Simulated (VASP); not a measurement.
C, 1 atom in the cell. The cell holds a cluster in a box, 1 atom: a = 6.000 Å, b = 6.300 Å, c = 6.600 Å, α = 90.00°, β = 90.00°, γ = 90.00°. 

| Quantity | Value |
| --- | --- |
| Program | VASP 6.6.1 |
| Task | single point |
| Functional | PBE |
| Potentials or basis | VASP PAW PBE potentials, release 64 (C) |
| Cutoff | 520 eV |
| k mesh | 2 × 2 × 2 |
| Occupations | gaussian, width 0.01 eV |
| Spin | collinear spin |
| Starting moments | [2.0] μB |
| Fixed moment | 2 μB |
| Dipole correction | no |
| Further INCAR settings | ALGO = Normal; EDIFF = 1e-06; NBANDS = 12 |

Potentials or basis: VASP PAW PBE potentials, release 64 (C).

The run is started by

```sh
$ cat potpaw_PBE.64/C/POTCAR > POTCAR
$ mpirun -np 1 vasp_std > vasp.out
```

Hardware: 1 thread of Intel(R) Xeon(R) Platinum 8375C CPU @ 2.90GHz (Ice Lake), with other jobs on the host.

Q: How long does it take, and how much memory?

A: It took 57 s on 1 thread of Intel(R) Xeon(R) Platinum 8375C CPU @ 2.90GHz (Ice Lake) (shared host), peak memory 0.4 GiB. Counts: scf iterations 21, k points 8.
